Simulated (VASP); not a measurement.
A run of VASP 6.6.1 is set up as follows.

The input INCAR:

```
SYSTEM = PdRh
ALGO     = Normal         ! electronic algorithm
EDIFF    = 1E-7           ! SCF threshold, eV
ENCUT    = 520            ! plane-wave cutoff, eV
ISIF     = 2              ! what is computed and relaxed
ISMEAR   = 0              ! smearing method
LASPH    = .TRUE.         ! aspherical terms in the spheres
LCHARG   = .FALSE.        ! write CHGCAR
LREAL    = .FALSE.        ! projectors in reciprocal space
LWAVE    = .FALSE.        ! write WAVECAR
NBANDS   = 20             ! bands
NELM     = 100            ! most SCF steps
PREC     = Accurate       ! precision mode
SIGMA    = 0.05           ! smearing width, eV
```

Contents of KPOINTS:

```
k-points
0
G
  9 9 9
  0 0 0
```

The input POSCAR:

```
PdRh
1.0
    1.3792150000      0.7962900000      4.4952460000
   -1.3792150000      0.7962900000      4.4952460000
    0.0000000000     -1.5925800000      4.4952460000
Pd Rh
1 1
Direct
    0.0000000000      0.0000000000      0.0000000000
    0.5000000000      0.5000000000      0.5000000000
```

Potentials or basis: VASP PAW LDA potentials, release 64 (Pd, Rh_pv).

Launch:

```sh
$ cat potpaw_LDA.64/Pd/POTCAR potpaw_LDA.64/Rh_pv/POTCAR > POTCAR
$ mpirun -np 1 vasp_std > vasp.out
```

Question: Estimate the pressure.

Answer: -17.0 GPa.

Stress tensor (GPa, compression positive):
```
-16.74   0.00   0.00
  0.00 -16.74   0.00
  0.00   0.00 -17.50
```
